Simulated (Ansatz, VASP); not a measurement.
**ZrB in VASP and in Ansatz**

```
Zr B
1.0
     0.00000    2.41539    2.50403
     2.35911    0.00000    2.50403
     2.35911    2.41539    0.00000
Zr B
1 1
Direct
  0.00000 0.00000 0.00000
  0.50000 0.50000 0.50000
```

Change from the starting cell: normal strain along x -0.0233, normal strain along z +0.0367.

Alike in both runs: task single point; functional LDA; k mesh 16 × 16 × 16; occupations gaussian, width 0.15 eV; no spin polarisation.

```csv
,VASP,Ansatz
version,VASP 6.6.1,Ansatz 0.2.0
potentials or method,"VASP PAW LDA potentials, release 64 (Zr_sv, B), cutoff 520 eV","scalar-relativistic, plane waves, PAW"
valence electrons in the cell,15,15
```

|  | VASP | Ansatz | Ansatz less VASP |
| --- | --- | --- | --- |
| gap on the k mesh at the Fermi level (eV) | none | none | - |
| pressure (GPa) | -1.1 | -1.4 | -0.33 |
| traceless stress, the component that is largest in VASP (GPa) | -9.96 | -9.90 | +0.053 |

LDA's correlation is that of Perdew and Zunger in VASP and of Perdew and Wang (1992) in Ansatz. A gap of «none» marks a metal or a gap that the smearing closes.
